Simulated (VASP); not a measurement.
# AlB2P3 (I-4m2) in VASP: further runs

The runs below take AlB2P3 through single point, relaxation of cell and atoms, with PBE.

All numbers are computed with VASP 6.6.1; they aren't measurements. Logs are shortened: lines on timing, memory, paths and dates and some standing lists are left out, and cuts for length are marked.

### Step 1. The cell of the first run

It takes space group I-4m2 (No. 119, tetragonal). The conventional cell has a = 3.394 Å, b = 3.394 Å, c = 15.087 Å, α = 90.00°, β = 90.00°, γ = 90.00°. Within 3.1 Å of Al (site symmetry -4m2) lie 4 P at 2.31 Å. B (site symmetry 2mm) has 4 P at 2.02 to 2.03 Å within 2.7 Å. Within 2.7 Å of P (site symmetry 2mm) lie 2 B at 2.02 Å and 2 Al at 2.31 Å. P (site symmetry -4m2) has 4 B at 2.03 Å within 2.7 Å.

### Step 2. Single point, PBE

File INCAR:

```
SYSTEM = AlB2P3
PREC = Accurate
ENCUT = 520
EDIFF = 1E-7
ISMEAR = 0
SIGMA = 0.02
LREAL = .False.
LASPH = .True.
NELM = 60
ALGO = Normal
ISIF = 2
LWAVE = .False.
LCHARG = .True.
GGA = PE
LELF = .True.
LVHAR = .True.
NBANDS = 21
```

File KPOINTS:

```
regular mesh
0
Gamma
  12 12 12
  0 0 0
```

File POSCAR:

```
AlB2P3
1.0
   -1.6972375475      1.6972375475      7.5432651419
    1.6972375475     -1.6972375475      7.5432651419
    1.6972375475      1.6972375475     -7.5432651419
Al B P
1 2 3
Direct
    0.0000000000      0.0000000000      0.0000000000
    0.6763967531      0.6763967531      0.0000000000
    0.3236032469      0.3236032469      0.0000000000
    0.3962312625      0.8962312625      0.5000000000
    0.1037687375      0.6037687375      0.5000000000
    0.7500000000      0.2500000000      0.5000000000
```

Potentials or basis: VASP PAW PBE potentials, release 64 (Al, B, P).

Launch:

```sh
$ cat potpaw_PBE.64/Al/POTCAR potpaw_PBE.64/B/POTCAR potpaw_PBE.64/P/POTCAR > POTCAR
$ mpirun -np 1 vasp_std > vasp.out
```

OUTCAR:

```text
SYSTEM = AlB2P3
   PREC = Accurate
   ENCUT = 520
   EDIFF = 1E-7
   ISMEAR = 0
   LREAL = .False.
   LASPH = .True.
   NELM = 60
   ISIF = 2
   GGA = PE

 ion  position               nearest neighbor table
   1  0.000  0.000  0.000-   5 2.31   4 2.31   5 2.31   4 2.31
   2  0.676  0.676  0.000-   5 2.02   5 2.02   6 2.03   6 2.03
   3  0.324  0.324  0.000-   4 2.02   4 2.02   6 2.03   6 2.03
   4  0.396  0.896  0.500-   3 2.02   3 2.02   1 2.31   1 2.31
   5  0.104  0.604  0.500-   2 2.02   2 2.02   1 2.31   1 2.31
   6  0.750  0.250  0.500-   3 2.03   2 2.03   3 2.03   2 2.03

  LATTYP: Found a body centered tetragonal cell.
 ALAT       =     3.3944750950
 C/A-ratio  =     4.4444368751

  Lattice vectors:

 A1 = (  -1.6972375475,   1.6972375475,   7.5432651419)
 A2 = (   1.6972375475,  -1.6972375475,   7.5432651419)
 A3 = (   1.6972375475,   1.6972375475,  -7.5432651419)

Analysis of symmetry for initial positions (statically):
=====================================================================
 Subroutine PRICEL returns:
 Original cell was already a primitive cell.

 Routine SETGRP: Setting up the symmetry group for a
 body centered tetragonal supercell.

 Subroutine GETGRP returns: Found  8 space group operations
 (whereof  8 operations were pure point group operations)
 out of a pool of 16 trial point group operations.

The static configuration has the point symmetry D_2d.

Analysis of symmetry for dynamics (positions and initial velocities):
=====================================================================
 Subroutine PRICEL returns:
 Original cell was already a primitive cell.

 Routine SETGRP: Setting up the symmetry group for a
 body centered tetragonal supercell.

 Subroutine GETGRP returns: Found  8 space group operations
 (whereof  8 operations were pure point group operations)
 out of a pool of 16 trial point group operations.

The dynamic configuration has the point symmetry D_2d.

 Subroutine INISYM returns: Found  8 space group operations
 (whereof  8 operations are pure point group operations),
 and found     1 'primitive' translations

----------------------------------------------------------------------------------------

                                     Primitive cell

  volume of cell :      86.9170

  direct lattice vectors                    reciprocal lattice vectors
    -1.697237548  1.697237548  7.543265142     0.000000000  0.294596358  0.066284293
[... 98 lines left out ...]
   IBRION =     -1    ionic relax: 0-MD 1-quasi-New 2-CG
   NFREE  =      0    steps in history (QN), initial steepest desc. (CG)
   ISIF   =      2    stress and relaxation
   ISYM   =      2    0-nonsym 1-usesym 2-fastsym
   POTIM  = 0.5000    time-step for ionic-motion
   TEBEG  =    0.0;   TEEND  =   0.0 temperature during run
   PSTRESS=    0.0 pullay stress
   NELECT =      24.0000    total number of electrons
   NUPDOWN=      -1.0000    fix difference up-down
   EMIN   =  10.00;   EMAX   =-10.00  energy-range for DOS
   EFERMI =   0.00;   METHOD = LEGACY
   ISMEAR =     0;   SIGMA  =   0.02  broadening in eV -4-tet -1-fermi 0-gaus
   EFERMI_NEDOS =   21; number of points for ismear=-14 and -15
   IALGO  =     38    algorithm
   IMIX   =      4    mixing-type and parameters
     AMIX     =   0.40;   BMIX     =  1.00
     AMIX_MAG =   1.60;   BMIX_MAG =  1.00
  volume/ion in A,a.u.               =      14.49        97.76
  Fermi-wavevector in a.u.,A,eV,Ry     =   1.066049  2.014540 15.462474  1.136460
  Thomas-Fermi vector in A             =   2.201620
   LORBIT       =      0    0 simple, 1 ext, 2 COOP (PROOUT), +10 PAW based schemes
   GGA     = PE    functional components
   LHFCALC =     F    Hartree Fock is set to
   AEXX    =    0.0000 exact exchange contribution
   IVDW    =     0    specifies the selected vdW correction
   LEPSILON=     F    determine dielectric tensor
   LRPA    =     F    only Hartree local field effects (RPA)
 non-spin polarized calculation
 Gauss-broadening in eV      SIGMA  =   0.02
  energy-cutoff  :      520.00
  volume of cell :       86.92
 maximum number of plane-waves:      2364
   NGX = 29   NGY = 29   NGZ = 29

 number of electron      23.9999999 magnetization

 Free energy of the ion-electron system (eV)
  ---------------------------------------------------
  ext. energy  EPLUGINS =         0.00000000
  ---------------------------------------------------
  free energy    TOTEN  =       -34.95363038 eV

  energy without entropy =      -34.95363038  energy(sigma->0) =      -34.95363038

 E-fermi :   7.0299     XC(G=0): -10.2180

 val. band max:        6.9480266528   @ k =   0.0000   0.0000   0.0000
 cond. band min:       7.5754000208   @ k =   0.5000   0.5000   0.5000
 fundamental gap:      0.6273733680
 Fermi energy:         7.0298963528

 k-point     1 :       0.0000    0.0000    0.0000
  band No.  band energies     occupation
      1      -7.8129      2.00000
      2      -5.8473      2.00000
      3      -4.8688      2.00000
      4       0.8460      2.00000
      5       1.1837      2.00000
      6       2.6898      2.00000
[... 565 lines left out ...]
     20      12.9735      0.00000
     21      13.5367      0.00000

 [... further k-points ...]

------------------------ aborting loop because EDIFF is reached ----------------------------------------

  FORCE on cell =-STRESS in cart. coord.  units (eV):
  Direction    XX          YY          ZZ          XY          YZ          ZX
  --------------------------------------------------------------------------------------
  -------------------------------------------------------------------------------------
  Total       -0.0926608     -0.0926608     -0.0919690      0.0000000     -0.0000000      0.0000000
  in kB       -1.7080553     -1.7080553     -1.6953034      0.0000000     -0.0000000      0.0000000
  external PRESSURE =      -1.7038047 kB  Pullay stress =       0.0000000 kB

 VOLUME and BASIS-vectors are now :
 -----------------------------------------------------------------------------
  energy-cutoff  :      520.00
  volume of cell :       86.92
      direct lattice vectors                 reciprocal lattice vectors
    -1.697237548  1.697237548  7.543265142     0.000000000  0.294596358  0.066284293
     1.697237548 -1.697237548  7.543265142     0.294596358  0.000000000  0.066284293
     1.697237548  1.697237548 -7.543265142     0.294596358  0.294596358  0.000000000

 POSITION                                       TOTAL-FORCE (eV/Angst)
 -----------------------------------------------------------------------------------
      0.00000      0.00000      0.00000         0.000000      0.000000      0.000000
      0.00000      0.00000     10.20448        -0.000000     -0.000000     -0.001509
      0.00000      0.00000      4.88205        -0.000000     -0.000000      0.001509
      1.69724      0.00000      5.97775         0.000000      0.000000      0.001392
      1.69724      0.00000      1.56551         0.000000      0.000000     -0.001392
      0.00000      1.69724      3.77163         0.000000      0.000000      0.000000
 -----------------------------------------------------------------------------------
    total drift:                               -0.000000      0.000000      0.000000

  FREE ENERGIE OF THE ION-ELECTRON SYSTEM (eV)
  ---------------------------------------------------
  free  energy   TOTEN  =       -34.9536303759 eV

  energy  without entropy=      -34.9536303759  energy(sigma->0) =      -34.95363038
```

OSZICAR:

```text
N       E                     dE             d eps       ncg     rms          rms(c)
DAV:   1     0.606927634888E+02    0.60693E+02   -0.99188E+03  6846   0.961E+02
DAV:   2    -0.313267054412E+02   -0.92019E+02   -0.87832E+02  8686   0.165E+02
DAV:   3    -0.361105058385E+02   -0.47838E+01   -0.47477E+01  9107   0.360E+01
DAV:   4    -0.361599148375E+02   -0.49409E-01   -0.49375E-01  8981   0.421E+00
DAV:   5    -0.361606328338E+02   -0.71800E-03   -0.71795E-03  9069   0.502E-01    0.100E+01
DAV:   6    -0.351602055729E+02    0.10004E+01   -0.13207E+00  8123   0.531E+00    0.595E+00
DAV:   7    -0.349564468450E+02    0.20376E+00   -0.58973E-01  9399   0.349E+00    0.164E+00
DAV:   8    -0.349522976634E+02    0.41492E-02   -0.44948E-02  8278   0.116E+00    0.529E-01
DAV:   9    -0.349532857818E+02   -0.98812E-03   -0.44681E-03  8941   0.361E-01    0.223E-01
DAV:  10    -0.349535114943E+02   -0.22571E-03   -0.66459E-04  8278   0.131E-01    0.607E-02
DAV:  11    -0.349536021873E+02   -0.90693E-04   -0.10487E-04  9017   0.567E-02    0.244E-02
DAV:  12    -0.349536263911E+02   -0.24204E-04   -0.17810E-05  8136   0.247E-02    0.891E-03
DAV:  13    -0.349536302646E+02   -0.38735E-05   -0.62624E-06  8604   0.143E-02    0.519E-03
DAV:  14    -0.349536304089E+02   -0.14437E-06   -0.14562E-07  8645   0.209E-03    0.258E-03
DAV:  15    -0.349536303759E+02    0.33013E-07   -0.10407E-07  6791   0.176E-03
   1 F= -.34953630E+02 E0= -.34953630E+02  d E =-.689658E-12
```

stdout:

```text
POSCAR found type information on POSCAR AlB P
 POSCAR found :  3 types and       6 ions
 scaLAPACK will be used
 LDA part: xc-table for (Slater+PW92), standard interpolation
 POSCAR, INCAR and KPOINTS ok, starting setup
 FFT: planning ... GRIDC
 FFT: planning ... GRID_SOFT
 FFT: planning ... GRID
 WAVECAR not read
 entering main loop
```

Run time: 7.4 min. Hardware: 1 thread of Intel Xeon 6975P-C (Granite Rapids), shared host; peak memory 0.64 GiB.

Results:

```
Free energy            : -34.9536 eV
Pressure               : -0.2 GPa
Band gap on the k mesh : 0.63 eV (least direct gap 0.74 eV)
```

Levels at points of the mesh, in eV from the valence-band top:
```tsv
k point	band 8	band 9	band 10	band 11	band 12	band 13	band 14	band 15	band 16	band 17
(0.00, 0.00, 0.00)	-2.87	-2.87	-0.71	0.00	0.00	0.74	0.84	2.06	2.41	3.09
(0.50, 0.00, 0.00)	-3.72	-2.76	-2.73	-2.12	-0.44	1.75	2.61	3.03	3.59	4.17
(0.50, 0.50, 0.00)	-5.04	-4.89	-4.77	-3.95	-3.79	0.71	1.01	2.36	2.86	3.42
(0.50, 0.50, 0.50)	-2.60	-2.60	-2.44	-0.53	-0.53	0.63	0.89	1.82	2.50	4.25
```

A k mesh can miss the band edges.

### Step 3. Relaxation of cell and atoms, PBE

This run uses another cell than the first one, of 15.19 Å³/atom.

File INCAR:

```
SYSTEM = AlB2P3
  PREC = Accurate
  ENCUT = 600
  EDIFF = 1E-6
  ISMEAR = 0
  SIGMA = 0.1
  LREAL = .False.
  LASPH = .True.
  NELM = 80
  ALGO = Normal
  ISIF = 3
  LWAVE = .False.
  LCHARG = .False.
  GGA = PE
  IBRION = 2
  NSW = 90
  EDIFFG = -0.04
```

File KPOINTS:

```
regular mesh
0
Gamma
  8 8 8
  0 0 0
```

File POSCAR:

```
AlB2P3
1.0
   -1.7513075000      1.7513075000      7.4301684400
    1.7513075000     -1.7513075000      7.4301684400
    1.7513075000      1.7513075000     -7.4301684400
Al B P
1 2 3
Direct
    0.0000000000      0.0000000000      0.0000000000
    0.6666666700      0.6666666700      0.0000000000
    0.3333333300      0.3333333300      0.0000000000
    0.4166666700      0.9166666700      0.5000000000
    0.0833333300      0.5833333300      0.5000000000
    0.7500000000      0.2500000000      0.5000000000
```

Potentials or basis: VASP PAW PBE potentials, release 64 (Al, B, P).

Launch:

```sh
$ cat potpaw_PBE.64/Al/POTCAR potpaw_PBE.64/B/POTCAR potpaw_PBE.64/P/POTCAR > POTCAR
$ mpirun -np 1 vasp_std > vasp.out
```

Run time: 18 min. Hardware: 1 thread of Intel Xeon 6975P-C (Granite Rapids), shared host; peak memory 0.69 GiB.

The run converged. Its results:

```
Free energy                           : -34.9538 eV
Relaxed volume                        : 14.47 Å³/atom
Relaxed cell                          : a = 7.905 Å, b = 7.905 Å, c = 7.905 Å, α = 155.20°, β = 155.20°, γ = 35.36°
Space group after relaxing (to 0.1 Å) : I-4m2 (No. 119)
Energy gained by relaxing             : 266.3 meV/atom
Ionic steps                           : 10
Pressure after relaxing               : 0.0 GPa
Largest force after relaxing          : 0.024 eV/Å
Band gap on the k mesh                : 0.61 eV (least direct gap 0.73 eV)
```

Forces on the atoms (eV/Å):
```
Al   0.000  0.000  0.000
B    0.000  0.000  0.001
B    0.000  0.000 -0.001
P    0.000  0.000  0.024
P    0.000  0.000 -0.024
P    0.000  0.000  0.000
```

Stress tensor (GPa, compression positive):
```
-0.15  0.00  0.00
 0.00 -0.15  0.00
 0.00  0.00  0.15
```

The path:
```csv
step,energy change (eV),largest force (eV/Å),pressure (GPa),volume (Å³)
1,0.0000,4.9361,0.83,91.16
2,-1.2030,1.5866,-5.48,92.19
3,-1.2045,1.6374,-5.62,92.23
4,-1.5355,0.8258,2.38,85.39
5,-1.5366,0.7628,3.00,84.98
6,-1.5917,0.3291,-0.27,87.01
7,-1.5971,0.0862,0.43,86.55
8,-1.5971,0.0699,0.46,86.51
9,-1.5979,0.0433,-0.22,86.97
10,-1.5980,0.0235,-0.05,86.85
```

Final structure:
```xyz
6
Lattice="-1.6979 1.6979 7.5318 1.6979 -1.6979 7.5318 1.6979 1.6979 -7.5318" Properties=species:S:1:pos:R:3 pbc="T T T"
Al    0.0000    0.0000    0.0000
B     0.0000    0.0000   10.1895
B     0.0000    0.0000    4.8742
P     1.6979    0.0000    5.9675
P     1.6979    0.0000    1.5644
P     0.0000    1.6979    3.7659
```

Levels at points of the mesh, in eV from the valence-band top:
```
           k point  band 10  band 11  band 12  band 13  band 14  band 15
(0.00, 0.00, 0.00)    -0.70     0.00     0.00     0.73     0.82     2.06
(0.50, 0.00, 0.00)    -2.74    -2.11    -0.45     1.76     2.60     3.02
(0.50, 0.50, 0.00)    -4.77    -3.95    -3.78     0.72     1.02     2.37
(0.50, 0.50, 0.50)    -2.43    -0.54    -0.54     0.61     0.87     1.81
```

A k mesh can miss the band edges.
